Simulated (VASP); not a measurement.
# Cr (Fd-3m) in VASP: notebook

The runs below take Cr through single point, relaxation of cell and atoms, with PBEsol.

Everything below comes from runs of VASP 6.6.1. Logs are shortened: lines on timing, memory, paths and dates and some standing lists are left out, and cuts for length are marked.

**1. The cell of the first run**

The structure is cubic, space group Fd-3m (No. 227). The conventional cell has a = 5.013 Å, b = 5.013 Å, c = 5.013 Å, α = 90.00°, β = 90.00°, γ = 90.00°. Cr (site symmetry -43m) has 4 Cr at 2.17 Å within 2.9 Å.

This isn't the form of Cr at room conditions, which is bcc.

**2. Single point, PBEsol**

The input, INCAR:

```
  PREC = Accurate
  ENCUT = 520
  EDIFF = 1E-6
  ISMEAR = -1
  SIGMA = 0.1
  LREAL = F
  LASPH = T
  NELM = 100
  ALGO = Normal
  ISIF = 2
  LWAVE = F
  LCHARG = F
  GGA = PS
  NBANDS = 19
```

The input, KPOINTS:

```
Automatic mesh
0
Gamma
  11 11 11
```

The input, POSCAR:

```
Cr
1.0
    0.0000000000      2.5065700399      2.5065700399
    2.5065700399      0.0000000000      2.5065700399
    2.5065700399      2.5065700399      0.0000000000
Cr
2
Direct
    0.1250000000      0.1250000000      0.1250000000
    0.8750000000      0.8750000000      0.8750000000
```

Potentials or basis: VASP PAW PBE potentials, release 64 (Cr_pv).

Run with:

```bash
cat potpaw_PBE.64/Cr_pv/POTCAR > POTCAR
mpirun -np 1 vasp_std > vasp.out
```

OUTCAR:

```text
PREC = Accurate
   ENCUT = 520
   EDIFF = 1E-6
   ISMEAR = -1
   LREAL = F
   LASPH = T
   NELM = 100
   ISIF = 2
   GGA = PS

 ion  position               nearest neighbor table
   1  0.125  0.125  0.125-   2 2.17   2 2.17   2 2.17   2 2.17
   2  0.875  0.875  0.875-   1 2.17   1 2.17   1 2.17   1 2.17

  LATTYP: Found a face centered cubic cell.
 ALAT       =     5.0131400798

  Lattice vectors:

 A1 = (   0.0000000000,   2.5065700399,   2.5065700399)
 A2 = (   2.5065700399,   0.0000000000,   2.5065700399)
 A3 = (   2.5065700399,   2.5065700399,   0.0000000000)

Analysis of symmetry for initial positions (statically):
=====================================================================
 Subroutine PRICEL returns:
 Original cell was already a primitive cell.

 Routine SETGRP: Setting up the symmetry group for a
 face centered cubic supercell.

 Subroutine GETGRP returns: Found 48 space group operations
 (whereof 12 operations were pure point group operations)
 out of a pool of 48 trial point group operations.

The static configuration has the point symmetry D_3d.
 The point group associated with its full space group is O_h .

Analysis of symmetry for dynamics (positions and initial velocities):
=====================================================================
 Subroutine PRICEL returns:
 Original cell was already a primitive cell.

 Routine SETGRP: Setting up the symmetry group for a
 face centered cubic supercell.

 Subroutine GETGRP returns: Found 48 space group operations
 (whereof 12 operations were pure point group operations)
 out of a pool of 48 trial point group operations.

The dynamic configuration has the point symmetry D_3d.
 The point group associated with its full space group is O_h .

 Subroutine INISYM returns: Found 48 space group operations
 (whereof 12 operations are pure point group operations),
 and found     1 'primitive' translations

----------------------------------------------------------------------------------------

                                     Primitive cell

  volume of cell :      31.4970

  direct lattice vectors                    reciprocal lattice vectors
     0.000000000  2.506570040  2.506570040    -0.199475774  0.199475774  0.199475774
     2.506570040  0.000000000  2.506570040     0.199475774 -0.199475774  0.199475774
     2.506570040  2.506570040  0.000000000     0.199475774  0.199475774 -0.199475774

  length of vectors
     3.544825345  3.544825345  3.544825345     0.345502176  0.345502176  0.345502176

  position of ions in fractional coordinates (direct lattice)
     0.125000000  0.125000000  0.125000000
     0.875000000  0.875000000  0.875000000

  ion indices of the primitive-cell ions
   primitive index   ion index
                 1           1
                 2           2

----------------------------------------------------------------------------------------

 KPOINTS: Automatic mesh

Automatic generation of k-mesh.
 Grid dimensions read from file:
 generate k-points for:   11   11   11

 Generating k-lattice:

  Cartesian coordinates                     Fractional coordinates (reciprocal lattice)
    -0.018134161  0.018134161  0.018134161     0.090909091  0.000000000  0.000000000
     0.018134161 -0.018134161  0.018134161     0.000000000  0.090909091  0.000000000
     0.018134161  0.018134161 -0.018134161     0.000000000  0.000000000  0.090909091

  Length of vectors
     0.031409289  0.031409289  0.031409289

  Shift w.r.t. Gamma in fractional coordinates (k-lattice)
     0.000000000  0.000000000  0.000000000

 Subroutine IBZKPT returns following result:
 ===========================================

 Found     56 irreducible k-points:

 Following reciprocal coordinates:
            Coordinates               Weight
  0.000000  0.000000  0.000000      1.000000
  0.090909  0.000000  0.000000      8.000000
  0.181818  0.000000  0.000000      8.000000
  0.272727  0.000000  0.000000      8.000000
  0.363636  0.000000  0.000000      8.000000
  0.454545  0.000000  0.000000      8.000000
[... 16 lines left out ...]
 -0.272727  0.181818  0.000000     24.000000
 -0.181818  0.181818  0.000000     12.000000
 [... further k-points ...]
   k-points           NKPTS =     56   k-points in BZ     NKDIM =     56   number of bands    NBANDS=     19
   number of dos      NEDOS =    301   number of ions     NIONS =      2
   total plane-waves  NPLWV =  21952
   dimension x,y,z NGX =    28 NGY =   28 NGZ =   28
   dimension x,y,z NGXF=    56 NGYF=   56 NGZF=   56
   ions per type =               2
   NGX,Y,Z   is equivalent  to a cutoff of  13.13, 13.13, 13.13 a.u.
   NGXF,Y,Z  is equivalent  to a cutoff of  26.26, 26.26, 26.26 a.u.
 SYSTEM =  unknown system
   PREC   = accura    normal or accurate (medium, high low for compatibility)
   ISTART =      0    job   : 0-new  1-cont  2-samecut
   ICHARG =      2    charge: 1-file 2-atom 10-const
   ISPIN  =      1    spin polarized calculation?
   LNONCOLLINEAR =      F non collinear calculations
   LSORBIT =      F    spin-orbit coupling
   LASPH  =      T    aspherical Exc in radial PAW
   ENCUT  =  520.0 eV  38.22 Ry    6.18 a.u.   6.59  6.59  6.59*2*pi/ulx,y,z
   NELM   =    100;   NELMIN=  2; NELMDL= -5     # of ELM steps
   EDIFF  = 0.1E-05   stopping-criterion for ELM
   LREAL  =      F    real-space projection
   EDIFFG = 0.1E-04   stopping-criterion for IOM
   NSW    =      0    number of steps for IOM
   IBRION =     -1    ionic relax: 0-MD 1-quasi-New 2-CG
   NFREE  =      0    steps in history (QN), initial steepest desc. (CG)
   ISIF   =      2    stress and relaxation
   ISYM   =      2    0-nonsym 1-usesym 2-fastsym
   POTIM  = 0.5000    time-step for ionic-motion
   TEBEG  =    0.0;   TEEND  =   0.0 temperature during run
   PSTRESS=    0.0 pullay stress
   NELECT =      24.0000    total number of electrons
   NUPDOWN=      -1.0000    fix difference up-down
   EMIN   =  10.00;   EMAX   =-10.00  energy-range for DOS
   EFERMI =   0.00;   METHOD = LEGACY
   ISMEAR =    -1;   SIGMA  =   0.10  broadening in eV -4-tet -1-fermi 0-gaus
   EFERMI_NEDOS =   21; number of points for ismear=-14 and -15
   IALGO  =     38    algorithm
   IMIX   =      4    mixing-type and parameters
     AMIX     =   0.40;   BMIX     =  1.00
     AMIX_MAG =   1.60;   BMIX_MAG =  1.00
  volume/ion in A,a.u.               =      15.75       106.28
  Fermi-wavevector in a.u.,A,eV,Ry     =   1.495278  2.825667 30.420689  2.235858
  Thomas-Fermi vector in A             =   2.607444
   LORBIT       =      0    0 simple, 1 ext, 2 COOP (PROOUT), +10 PAW based schemes
   GGA     = PS    functional components
   LHFCALC =     F    Hartree Fock is set to
   AEXX    =    0.0000 exact exchange contribution
   IVDW    =     0    specifies the selected vdW correction
   LEPSILON=     F    determine dielectric tensor
   LRPA    =     F    only Hartree local field effects (RPA)
 non-spin polarized calculation
  energy-cutoff  :      520.00
  volume of cell :       31.50
 maximum number of plane-waves:       875
   NGX = 13   NGY = 13   NGZ = 13

 number of electron      24.0000012 magnetization

 Free energy of the ion-electron system (eV)
  ---------------------------------------------------
  ext. energy  EPLUGINS =         0.00000000
  ---------------------------------------------------
  free energy    TOTEN  =       -16.00921360 eV

  energy without entropy =      -15.88236173  energy(sigma->0) =      -15.94578766

 E-fermi :   6.6294     XC(G=0): -11.7352

 val. band max:        6.6263968821   @ k =  -0.4545   0.4545   0.0000
 cond. band min:       6.6306366508   @ k =   0.3636   0.1818   0.0000
 fundamental gap:      0.0042397688
 Fermi energy:         6.6293661819

 k-point     1 :       0.0000    0.0000    0.0000
  band No.  band energies     occupation
      1     -35.9347      2.00000
      2     -35.9347      2.00000
      3     -35.9347      2.00000
      4     -35.0191      2.00000
      5     -35.0191      2.00000
      6     -35.0191      2.00000
[... 11 lines left out ...]
     18      15.0281      0.00000
     19      15.0289      0.00000

 k-point     2 :       0.0909    0.0000    0.0000
  band No.  band energies     occupation
      1     -35.9447      2.00000
      2     -35.9447      2.00000
      3     -35.9355      2.00000
      4     -35.0205      2.00000
      5     -35.0090      2.00000
      6     -35.0090      2.00000
[... 11 lines left out ...]
     18      15.0280      0.00000
     19      15.0288      0.00000

 k-point     3 :       0.1818    0.0000    0.0000
  band No.  band energies     occupation
      1     -35.9705      2.00000
      2     -35.9705      2.00000
      3     -35.9379      2.00000
      4     -35.0236      2.00000
      5     -34.9827      2.00000
      6     -34.9827      2.00000
[... 11 lines left out ...]
     18      15.0280      0.00000
     19      15.0290      0.00000

 k-point     4 :       0.2727    0.0000    0.0000
  band No.  band energies     occupation
      1     -36.0022      2.00000
      2     -36.0022      2.00000
      3     -35.9421      2.00000
      4     -35.0265      2.00000
      5     -34.9502      2.00000
      6     -34.9502      2.00000
[... 11 lines left out ...]
     18      14.2199      0.00000
     19      15.0285      0.00000

 k-point     5 :       0.3636    0.0000    0.0000
  band No.  band energies     occupation
      1     -36.0297      2.00000
      2     -36.0297      2.00000
      3     -35.9469      2.00000
      4     -35.0281      2.00000
      5     -34.9219      2.00000
      6     -34.9219      2.00000
[... 11 lines left out ...]
     18      12.3127      0.00000
     19      15.0287      0.00000

 k-point     6 :       0.4545    0.0000    0.0000
  band No.  band energies     occupation
      1     -36.0455      2.00000
      2     -36.0455      2.00000
      3     -35.9503      2.00000
      4     -35.0285      2.00000
      5     -34.9058      2.00000
      6     -34.9058      2.00000
[... 11 lines left out ...]
     18      11.0620      0.00000
     19      15.0286      0.00000

 k-point     7 :       0.0909    0.0909    0.0000
  band No.  band energies     occupation
      1     -35.9568      2.00000
      2     -35.9568      2.00000
      3     -35.9170      2.00000
      4     -35.0396      2.00000
      5     -34.9969      2.00000
      6     -34.9969      2.00000
[... 11 lines left out ...]
     18      15.0280      0.00000
     19      15.0288      0.00000

 k-point     8 :       0.1818    0.0909    0.0000
  band No.  band energies     occupation
      1     -35.9837      2.00000
      2     -35.9829      2.00000
      3     -35.9036      2.00000
      4     -35.0565      2.00000
      5     -34.9711      2.00000
      6     -34.9694      2.00000
[... 256 lines left out ...]
 k-point    20 :       0.4545    0.1818    0.0000
  band No.  band energies     occupation
      1     -36.1220      2.00000
      2     -36.0828      2.00000
      3     -35.7933      2.00000
      4     -35.1771      2.00000
      5     -34.8683      2.00000
      6     -34.8390      2.00000
[... 11 lines left out ...]
     18      11.7065      0.00000
     19      15.0286      0.00000

 k-point    21 :      -0.4545    0.1818    0.0000
  band No.  band energies     occupation
      1     -36.1429      2.00000
      2     -36.0798      2.00000
      3     -35.7913      2.00000
      4     -35.1783      2.00000
      5     -34.8711      2.00000
      6     -34.8206      2.00000
[... 11 lines left out ...]
     18      10.7930      0.00000
     19      15.0028      0.00000

 k-point    22 :      -0.3636    0.1818    0.0000
  band No.  band energies     occupation
      1     -36.1425      2.00000
      2     -36.0614      2.00000
      3     -35.8071      2.00000
      4     -35.1612      2.00000
      5     -34.8896      2.00000
      6     -34.8212      2.00000
[... 11 lines left out ...]
     18      11.3993      0.00000
     19      14.6638      0.00000

 k-point    23 :      -0.2727    0.1818    0.0000
  band No.  band energies     occupation
      1     -36.1189      2.00000
      2     -36.0322      2.00000
      3     -35.8378      2.00000
      4     -35.1290      2.00000
      5     -34.9192      2.00000
      6     -34.8427      2.00000
[... 11 lines left out ...]
     18      13.0212      0.00000
     19      14.7188      0.00000

 k-point    24 :      -0.1818    0.1818    0.0000
  band No.  band energies     occupation
      1     -36.0753      2.00000
      2     -36.0006      2.00000
      3     -35.8758      2.00000
      4     -35.0891      2.00000
      5     -34.9515      2.00000
      6     -34.8829      2.00000
[... 11 lines left out ...]
     18      15.0052      0.00000
     19      15.0393      0.00000

 [... further k-points ...]

------------------------ aborting loop because EDIFF is reached ----------------------------------------

  FORCE on cell =-STRESS in cart. coord.  units (eV):
  Direction    XX          YY          ZZ          XY          YZ          ZX
  --------------------------------------------------------------------------------------
  -------------------------------------------------------------------------------------
  Total        0.0586829      0.0586829      0.0586829      0.0000000      0.0000000     -0.0000000
  in kB        2.9850563      2.9850563      2.9850563      0.0000000      0.0000000     -0.0000000
  external PRESSURE =       2.9850563 kB  Pullay stress =       0.0000000 kB

 VOLUME and BASIS-vectors are now :
 -----------------------------------------------------------------------------
  energy-cutoff  :      520.00
  volume of cell :       31.50
      direct lattice vectors                 reciprocal lattice vectors
     0.000000000  2.506570040  2.506570040    -0.199475774  0.199475774  0.199475774
     2.506570040  0.000000000  2.506570040     0.199475774 -0.199475774  0.199475774
     2.506570040  2.506570040  0.000000000     0.199475774  0.199475774 -0.199475774

 POSITION                                       TOTAL-FORCE (eV/Angst)
 -----------------------------------------------------------------------------------
      0.62664      0.62664      0.62664        -0.000000     -0.000000      0.000000
      4.38650      4.38650      4.38650         0.000000      0.000000     -0.000000
 -----------------------------------------------------------------------------------
    total drift:                                0.000000     -0.000000     -0.000000

  FREE ENERGIE OF THE ION-ELECTRON SYSTEM (eV)
  ---------------------------------------------------
  free  energy   TOTEN  =       -16.0092136019 eV

  energy  without entropy=      -15.8823617260  energy(sigma->0) =      -15.94578766
```

It took 40 s on 1 thread of Intel Xeon 8259CL, shared host; peak memory 0.17 GiB.

Results:

| Quantity | Value |
| --- | --- |
| Free energy | -16.0092 eV |
| Pressure | 0.3 GPa |
| Band gap on the k mesh | zero (bands 12 and 13 overlap by 0.61 eV) |

Caveat: the PAW data sets were made with another functional, which shifts forces and pressure a little; the run has no spin polarisation, though such a crystal can be magnetic. Spin polarisation is off, so any magnetic state and its effect on volume and gap are missing.

**3. Relaxation of cell and atoms, PBEsol**

This run uses another cell than the first one, of 16.19 Å³/atom.

The input, INCAR:

```
PREC = Accurate
ENCUT = 600
EDIFF = 1E-6
ISMEAR = -1
SIGMA = 0.1
LREAL = False
LASPH = True
NELM = 60
ALGO = Normal
ISIF = 3
LWAVE = False
LCHARG = False
GGA = PS
IBRION = 2
NSW = 80
EDIFFG = -0.01
```

KPOINTS is that of step 2.

The input, POSCAR:

```
Cr
1.0
    0.0000000000      2.5297724266      2.5297724266
    2.5297724266      0.0000000000      2.5297724266
    2.5297724266      2.5297724266      0.0000000000
Cr
2
Direct
    0.1250000000      0.1250000000      0.1250000000
    0.8750000000      0.8750000000      0.8750000000
```

Potentials or basis: VASP PAW PBE potentials, release 64 (Cr_pv).

Run with:

```bash
cat potpaw_PBE.64/Cr_pv/POTCAR > POTCAR
mpirun -np 1 vasp_std > vasp.out
```

It took 2 min on 1 thread of Intel Xeon 8259CL, shared host; peak memory 0.19 GiB.

Results (log left out):

* Free energy: -16.0101 eV
* Relaxed volume: 15.78 Å³/atom
* Relaxed cell: a = 3.547 Å, b = 3.547 Å, c = 3.547 Å, α = 60.00°, β = 60.00°, γ = 60.00°
* Space group after relaxing (to 0.1 Å): Fd-3m (No. 227)
* Energy gained by relaxing: 3.6 meV/atom
* Ionic steps: 3
* Pressure after relaxing: 0.0 GPa
* Band gap on the k mesh: zero (bands 12 and 13 overlap by 0.61 eV)

The path:
| step | energy change (eV) | largest force (eV/Å) | pressure (GPa) | volume (Å³) |
| --- | --- | --- | --- | --- |
| 1 | 0.0000 | 0.0000 | -2.80 | 32.38 |
| 2 | -0.0044 | 0.0000 | 1.91 | 31.07 |
| 3 | -0.0073 | 0.0000 | -0.01 | 31.56 |

Final structure:
```xyz
2
Lattice="0.0000 2.5084 2.5084 2.5084 0.0000 2.5084 2.5084 2.5084 0.0000" Properties=species:S:1:pos:R:3 pbc="T T T"
Cr    0.6271    0.6271    0.6271
Cr    4.3896    4.3896    4.3896
```

Levels at points of the mesh, in eV from the Fermi level:
| k point | band 10 | band 11 | band 12 | band 13 | band 14 | band 15 |
| --- | --- | --- | --- | --- | --- | --- |
| (0.00, 0.00, 0.00) | -1.11 | -1.11 | -1.11 | 1.12 | 1.12 | 1.12 |

Caveat: the PAW data sets were made with another functional, which shifts forces and pressure a little; the run has no spin polarisation, though such a crystal can be magnetic.
